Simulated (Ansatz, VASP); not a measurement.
**Si: VASP beside Ansatz**

```
CELL_PARAMETERS angstrom
5.09667 0.00000 0.00000
-2.54833 4.41385 0.00000
0.00000 0.00000 3.12448
ATOMIC_POSITIONS crystal
Si 0.00000 0.00000 0.00000
Si 0.33333 0.66667 0.50000
Si 0.66667 0.33333 0.50000
```

Alike in both runs: task single point; functional PBE; k mesh 6 × 6 × 6; occupations gaussian, width 0.1 eV; no spin polarisation.

|  | VASP | Ansatz |
| --- | --- | --- |
| version | VASP 6.6.1 | Ansatz 0.2.0 |
| potentials or method | VASP PAW PBE potentials, release 64 (Si), cutoff 520 eV | scalar-relativistic, plane waves, PAW |
| valence electrons in the cell | 12 | 12 |

```tsv
	VASP	Ansatz	Ansatz less VASP
gap on the k mesh at the Fermi level (eV)	none	none	-
pressure (GPa)	-15.0	-15.0	0.00
traceless stress, the component that is largest in VASP (GPa)	-2.30	-2.30	-0.003
```

A gap of «none» marks a metal or a gap that the smearing closes.
